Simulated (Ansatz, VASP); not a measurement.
# ZnSe in VASP and in Ansatz

```
CELL_PARAMETERS angstrom
0.00000 2.81662 2.81662
2.81662 0.00000 2.81662
2.81662 2.81662 0.00000
ATOMIC_POSITIONS crystal
Zn 0.00000 0.00000 0.00000
Se 0.25000 0.25000 0.25000
```

Alike in both runs: task single point; functional PBEsol; k mesh 8 × 8 × 8; occupations tetrahedron; no spin polarisation.

```csv
,VASP,Ansatz
version,VASP 6.6.1,Ansatz 0.2.0
potentials or method,"VASP PAW PBE potentials, release 64 (Zn, Se), cutoff 500 eV","scalar-relativistic, plane waves, PAW"
valence electrons in the cell,18,28
```

VASP gave:

| Quantity | Value |
| --- | --- |
| gap on the k mesh at the Fermi level (eV) | 1.24 |
| pressure (GPa) | 0.3 |

Task: Estimate Ansatz's values.

Result: gap on the k mesh at the Fermi level (eV): 1.24; pressure (GPa): 0.0.

VASP's potentials were made for PBE, not for PBEsol. VASP's potentials hold 18 valence electrons a cell and Ansatz's 28, so a difference there can come from the potentials and not from the codes. Ansatz's warnings: band table not solved further, tetrahedron derivatives may miss energy slope.
